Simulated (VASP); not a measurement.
# Al4Co (P1) in VASP: single point with PBE

Aim: the single point of Al4Co with PBE.

Program: VASP 6.6.1. These are calculated values, not measurements. Logs are shortened: lines on timing, memory, paths and dates and some standing lists are left out, and cuts for length are marked.

### 1 The cell of the first run

The typed cell holds 10 atoms: a = 4.461 Å, b = 4.457 Å, c = 8.949 Å, α = 98.72°, β = 98.92°, γ = 99.65°.

### 2 Single point, PBE

Contents of INCAR:

```
PREC = Accurate ; ENCUT = 520
EDIFF = 1E-6 ; ISMEAR = 0
SIGMA = 0.2 ; LREAL = False
LASPH = True ; NELM = 60
ALGO = Fast ; ISIF = 2
LWAVE = False ; LCHARG = True
GGA = PE ; LELF = True
LVHAR = True ; NBANDS = 32
```

Contents of KPOINTS:

```
regular mesh
0
Gamma
  6 6 4
```

Contents of POSCAR:

```
Al4Co
1.0
    4.4291508897     -0.3876617303     -0.3606061862
   -0.3945530688      4.4255687036     -0.3569415299
   -0.7358549365     -0.7149388677      8.8897929020
Al Co
8 2
Direct
    0.5398731865     -0.0411759483      0.4842173576
    0.5389372650     -0.0396656506     -0.0143484328
   -0.0401305247      0.5390619024      0.4856452785
   -0.0417282643      0.5397543133     -0.0157603183
    0.9705879411     -0.0295546229      0.2718877396
    0.9698427442     -0.0286773136      0.7718799573
    0.4487308305      0.4507005997      0.2178948596
    0.4514904770      0.4479261816      0.7177926598
    0.0803903633      0.0813049634      0.0404338237
    0.0820059813      0.0803255750      0.5403570752
```

Potentials or basis: VASP PAW PBE potentials, release 64 (Al, Co).

Started as:

```
$ cat potpaw_PBE.64/Al/POTCAR potpaw_PBE.64/Co/POTCAR > POTCAR
$ mpirun -np 1 vasp_std > vasp.out
```

OUTCAR:

```text
PREC = Accurate
   ENCUT = 520
   EDIFF = 1E-6
   ISMEAR = 0
   LREAL = False
   LASPH = True
   NELM = 60
   ISIF = 2
   GGA = PE

 ion  position               nearest neighbor table
   1  0.540  0.959  0.484-  10 2.31  10 2.34   3 2.86   5 2.90   8 2.91   3 2.93   3 2.93   5 2.94
                             6 2.95   7 2.95   8 3.33
   2  0.539  0.960  0.986-   9 2.31   9 2.34   4 2.86   7 2.90   6 2.91   4 2.93   4 2.93   6 2.94
                             5 2.95   8 2.98   7 3.32
   3  0.960  0.539  0.486-  10 2.30  10 2.34   1 2.86   8 2.90   5 2.91   1 2.93   1 2.93   5 2.95
                             6 2.95   7 2.97   8 3.32
   4  0.958  0.540  0.984-   9 2.31   9 2.34   2 2.86   6 2.90   7 2.91   2 2.93   2 2.93   6 2.94
                             8 2.95   5 2.96   7 3.33
   5  0.971  0.970  0.272-   9 2.31  10 2.33   1 2.90   7 2.91   3 2.91   7 2.92   1 2.94   2 2.95
                             3 2.95   4 2.96
   6  0.970  0.971  0.772-  10 2.31   9 2.34   4 2.90   8 2.91   2 2.91   8 2.92   4 2.94   2 2.94
                             1 2.95   3 2.95
   7  0.449  0.451  0.218-   9 2.33   2 2.90   4 2.91   5 2.91   5 2.92   1 2.95   3 2.97   2 3.32
                             4 3.33
   8  0.451  0.448  0.718-  10 2.33   3 2.90   1 2.91   6 2.91   6 2.92   4 2.95   2 2.98   3 3.32
                             1 3.33
   9  0.080  0.081  0.040-   2 2.31   5 2.31   4 2.31   7 2.33   6 2.34   2 2.34   4 2.34
  10  0.082  0.080  0.540-   3 2.30   1 2.31   6 2.31   8 2.33   5 2.33   3 2.34   1 2.34

  LATTYP: Found a triclinic cell.
 ALAT       =     4.4574362284
 B/A-ratio  =     1.5287592058
 C/A-ratio  =     2.8689131887
 COS(alpha) =     0.0009529550
 COS(beta)  =     0.4740522283
 COS(gamma) =     0.7639029153

  Lattice vectors:

 A1 = (  -0.3945530688,   4.4255687036,  -0.3569415299)
 A2 = (  -4.8237039585,   4.8132304339,   0.0036646563)
 A3 = (   7.3333407053,   7.3608750789,   7.4546974698)

Analysis of symmetry for initial positions (statically):
=====================================================================
 Subroutine PRICEL returns:
 Original cell was already a primitive cell.

 Routine SETGRP: Setting up the symmetry group for a
 triclinic supercell.

 Subroutine GETGRP returns: Found  1 space group operations
 (whereof  1 operations were pure point group operations)
 out of a pool of  2 trial point group operations.

The static configuration has the point symmetry C_1 .

Analysis of symmetry for dynamics (positions and initial velocities):
=====================================================================
 Subroutine PRICEL returns:
 Original cell was already a primitive cell.

 Routine SETGRP: Setting up the symmetry group for a
 triclinic supercell.

 Subroutine GETGRP returns: Found  1 space group operations
 (whereof  1 operations were pure point group operations)
 out of a pool of  2 trial point group operations.

The dynamic configuration has the point symmetry C_1 .

 Subroutine INISYM returns: Found  1 space group operations
 (whereof  1 operations are pure point group operations),
 and found     1 'primitive' translations

----------------------------------------------------------------------------------------

                                     Primitive cell

  volume of cell :     170.3855

  direct lattice vectors                    reciprocal lattice vectors
     4.429150890 -0.387661730 -0.360606186     0.229404496  0.022127191  0.020768540
    -0.394553069  4.425568704 -0.356941530     0.021739198  0.229531751  0.020258972
    -0.735854937 -0.714938868  8.889792902     0.010178449  0.010113691  0.114144451

  length of vectors
     4.460683360  4.457436228  8.948800920     0.231403042  0.231447280  0.115042789

  position of ions in fractional coordinates (direct lattice)
     0.539873187  0.958824052  0.484217358
     0.538937265  0.960334349  0.985651567
     0.959869475  0.539061902  0.485645279
     0.958271736  0.539754313  0.984239682
     0.970587941  0.970445377  0.271887740
     0.969842744  0.971322686  0.771879957
     0.448730830  0.450700600  0.217894860
     0.451490477  0.447926182  0.717792660
     0.080390363  0.081304963  0.040433824
     0.082005981  0.080325575  0.540357075

  ion indices of the primitive-cell ions
   primitive index   ion index
                 1           1
                 2           2
                 3           3
                 4           4
                 5           5
                 6           6
                 7           7
                 8           8
                 9           9
                10          10

----------------------------------------------------------------------------------------

 KPOINTS: regular mesh

Automatic generation of k-mesh.
 Grid dimensions read from file:
 generate k-points for:    6    6    4

 Generating k-lattice:

  Cartesian coordinates                     Fractional coordinates (reciprocal lattice)
     0.038234083  0.003687865  0.003461423     0.166666667 -0.000000000 -0.000000000
     0.003623200  0.038255292  0.003376495    -0.000000000  0.166666667  0.000000000
     0.002544612  0.002528423  0.028536113     0.000000000  0.000000000  0.250000000

  Length of vectors
     0.038567174  0.038574547  0.028760697

  Shift w.r.t. Gamma in fractional coordinates (k-lattice)
     0.000000000  0.000000000  0.000000000

 Subroutine IBZKPT returns following result:
 ===========================================

 Found     76 irreducible k-points:

 Following reciprocal coordinates:
            Coordinates               Weight
  0.000000  0.000000  0.000000      1.000000
  0.166667 -0.000000 -0.000000      2.000000
  0.333333  0.000000 -0.000000      2.000000
  0.500000 -0.000000 -0.000000      1.000000
  0.000000  0.166667 -0.000000      2.000000
  0.166667  0.166667 -0.000000      2.000000
[... 16 lines left out ...]
  0.333333  0.000000  0.250000      2.000000
  0.500000 -0.000000  0.250000      2.000000
 [... further k-points ...]
   k-points           NKPTS =     76   k-points in BZ     NKDIM =     76   number of bands    NBANDS=     32
   number of dos      NEDOS =    301   number of ions     NIONS =     10
   total plane-waves  NPLWV =  90720
   dimension x,y,z NGX =    36 NGY =   36 NGZ =   70
   dimension x,y,z NGXF=    72 NGYF=   72 NGZF=  140
   ions per type =               8   2
   NGX,Y,Z   is equivalent  to a cutoff of  13.42, 13.43, 13.00 a.u.
   NGXF,Y,Z  is equivalent  to a cutoff of  26.83, 26.85, 26.01 a.u.
 SYSTEM =  unknown system
   PREC   = accura    normal or accurate (medium, high low for compatibility)
   ISTART =      0    job   : 0-new  1-cont  2-samecut
   ICHARG =      2    charge: 1-file 2-atom 10-const
   ISPIN  =      1    spin polarized calculation?
   LNONCOLLINEAR =      F non collinear calculations
   LSORBIT =      F    spin-orbit coupling
   LASPH  =      T    aspherical Exc in radial PAW
   ENCUT  =  520.0 eV  38.22 Ry    6.18 a.u.   8.29  8.29 16.64*2*pi/ulx,y,z
   NELM   =     60;   NELMIN=  2; NELMDL= -5     # of ELM steps
   EDIFF  = 0.1E-05   stopping-criterion for ELM
   LREAL  =      F    real-space projection
   EDIFFG = 0.1E-04   stopping-criterion for IOM
   NSW    =      0    number of steps for IOM
   IBRION =     -1    ionic relax: 0-MD 1-quasi-New 2-CG
   NFREE  =      0    steps in history (QN), initial steepest desc. (CG)
   ISIF   =      2    stress and relaxation
   ISYM   =      2    0-nonsym 1-usesym 2-fastsym
   POTIM  = 0.5000    time-step for ionic-motion
   TEBEG  =    0.0;   TEEND  =   0.0 temperature during run
   PSTRESS=    0.0 pullay stress
   NELECT =      42.0000    total number of electrons
   NUPDOWN=      -1.0000    fix difference up-down
   EMIN   =  10.00;   EMAX   =-10.00  energy-range for DOS
   EFERMI =   0.00;   METHOD = LEGACY
   ISMEAR =     0;   SIGMA  =   0.20  broadening in eV -4-tet -1-fermi 0-gaus
   EFERMI_NEDOS =   21; number of points for ismear=-14 and -15
   IALGO  =     68    algorithm
   IMIX   =      4    mixing-type and parameters
     AMIX     =   0.40;   BMIX     =  1.00
     AMIX_MAG =   1.60;   BMIX_MAG =  1.00
  volume/ion in A,a.u.               =      17.04       114.98
  Fermi-wavevector in a.u.,A,eV,Ry     =   1.026472  1.939751 14.335704  1.053645
  Thomas-Fermi vector in A             =   2.160366
   LORBIT       =      0    0 simple, 1 ext, 2 COOP (PROOUT), +10 PAW based schemes
   GGA     = PE    functional components
   LHFCALC =     F    Hartree Fock is set to
   AEXX    =    0.0000 exact exchange contribution
   IVDW    =     0    specifies the selected vdW correction
   LEPSILON=     F    determine dielectric tensor
   LRPA    =     F    only Hartree local field effects (RPA)
 non-spin polarized calculation
 RMM-DIIS sequential band-by-band and
 Gauss-broadening in eV      SIGMA  =   0.20
  energy-cutoff  :      520.00
  volume of cell :      170.39
 maximum number of plane-waves:      4614
 NGX is ok and might be reduce to    36
   NGX = 17   NGY = 17   NGZ = 33

 number of electron      42.0000006 magnetization

 Free energy of the ion-electron system (eV)
  ---------------------------------------------------
  ext. energy  EPLUGINS =         0.00000000
  ---------------------------------------------------
  free energy    TOTEN  =       -45.01012064 eV

  energy without entropy =      -44.92394091  energy(sigma->0) =      -44.96703078

 E-fermi :   7.0973     XC(G=0): -10.1074

 val. band max:        7.0942233505   @ k =  -0.1667   0.0000   0.2500
 cond. band min:       7.1065911799   @ k =   0.0000  -0.1667   0.2500
 fundamental gap:      0.0123678294
 Fermi energy:         7.0973240283

 k-point     1 :       0.0000    0.0000    0.0000
  band No.  band energies     occupation
      1      -3.0073      2.00000
      2      -1.3649      2.00000
      3      -0.7347      2.00000
      4       3.3105      2.00000
      5       3.3755      2.00000
      6       3.5514      2.00000
[... 24 lines left out ...]
     31      10.6254      0.00000
     32      11.0683      0.00000
[... 774 lines left out ...]
      2      -0.6358      2.00000
      3      -0.5398      2.00000
      4       0.5754      2.00000
      5       1.1065      2.00000
      6       2.6350      2.00000
[... 24 lines left out ...]
     31      10.6969      0.00000
     32      11.1824      0.00000

 [... further k-points ...]

------------------------ aborting loop because EDIFF is reached ----------------------------------------

  FORCE on cell =-STRESS in cart. coord.  units (eV):
  Direction    XX          YY          ZZ          XY          YZ          ZX
  --------------------------------------------------------------------------------------
  -------------------------------------------------------------------------------------
  Total        0.2646068      0.3282425      0.2438958      0.0036490     -0.0482381     -0.0180186
  in kB        2.4881635      3.0865460      2.2934131      0.0343126     -0.4535953     -0.1694335
  external PRESSURE =       2.6227075 kB  Pullay stress =       0.0000000 kB

 VOLUME and BASIS-vectors are now :
 -----------------------------------------------------------------------------
  energy-cutoff  :      520.00
  volume of cell :      170.39
      direct lattice vectors                 reciprocal lattice vectors
     4.429150890 -0.387661730 -0.360606186     0.229404496  0.022127191  0.020768540
    -0.394553069  4.425568704 -0.356941530     0.021739198  0.229531751  0.020258972
    -0.735854937 -0.714938868  8.889792902     0.010178449  0.010113691  0.114144451

 POSITION                                       TOTAL-FORCE (eV/Angst)
 -----------------------------------------------------------------------------------
      1.65656      3.68787      3.76767        -0.007074      0.001917      0.004941
      1.28284      3.33642      8.22511        -0.009587      0.001678     -0.001530
      3.68135      1.66634      3.77874         0.006034     -0.009018      0.002623
      3.30711      1.31356      8.21147         0.006770     -0.016803      0.010041
      3.71592      3.72413      1.72063         0.005989      0.005007     -0.017476
      3.34435      3.37084      6.16542         0.005521      0.006420     -0.019731
      1.64933      1.66487      1.61435         0.008148      0.011387      0.011072
      1.29480      1.29412      6.05833         0.014842      0.017727      0.015899
      0.29423      0.29975      0.30144        -0.010806     -0.000299     -0.007407
     -0.06610     -0.06263      4.74542        -0.019837     -0.018015      0.001567
 -----------------------------------------------------------------------------------
    total drift:                                0.000586      0.000688     -0.000591

  FREE ENERGIE OF THE ION-ELECTRON SYSTEM (eV)
  ---------------------------------------------------
  free  energy   TOTEN  =       -45.0101206383 eV

  energy  without entropy=      -44.9239409128  energy(sigma->0) =      -44.96703078
```

Run time: 9 min. Hardware: 1 thread of Intel Xeon Platinum 8259CL at 2.50GHz (Skylake/Cascade Lake), shared host; peak memory 0.5 GiB.

Results:

| Quantity | Value |
| --- | --- |
| Free energy | -45.0101 eV |
| Pressure | 0.3 GPa |
| Largest force | 0.028 eV/Å |
| Band gap on the k mesh | zero (bands 21 and 22 overlap by 1.47 eV) |

Forces on the atoms (eV/Å):
```
Al  -0.007  0.002  0.005
Al  -0.010  0.002 -0.002
Al   0.006 -0.009  0.003
Al   0.007 -0.017  0.010
Al   0.006  0.005 -0.017
Al   0.006  0.006 -0.020
Al   0.008  0.011  0.011
Al   0.015  0.018  0.016
Co  -0.011  0.000 -0.007
Co  -0.020 -0.018  0.002
```

Levels at points of the mesh, in eV from the Fermi level:
| k point | band 19 | band 20 | band 21 | band 22 | band 23 | band 24 |
| --- | --- | --- | --- | --- | --- | --- |
| (0.00, 0.00, 0.00) | -1.19 | -0.24 | 0.32 | 0.45 | 0.53 | 0.60 |
| (0.50, 0.00, 0.00) | -0.73 | -0.17 | 0.29 | 0.38 | 0.49 | 0.91 |
| (0.00, 0.50, 0.00) | -0.76 | -0.17 | 0.28 | 0.39 | 0.50 | 0.91 |
| (0.50, 0.50, 0.00) | -1.50 | -0.69 | -0.68 | -0.67 | 0.27 | 0.28 |
| (0.00, 0.00, 0.50) | -0.66 | -0.66 | 0.38 | 0.38 | 0.59 | 0.59 |
| (0.50, 0.00, 0.50) | -0.94 | -0.93 | 0.21 | 0.22 | 0.94 | 0.95 |
| (0.00, 0.50, 0.50) | -0.95 | -0.94 | 0.21 | 0.22 | 0.93 | 0.94 |
| (0.50, 0.50, 0.50) | -1.52 | -1.51 | -0.58 | -0.58 | -0.35 | -0.35 |

Caveat: the run has no spin polarisation, though such a crystal can be magnetic. Spin polarisation is off, so any magnetic state and its effect on volume and gap are missing.
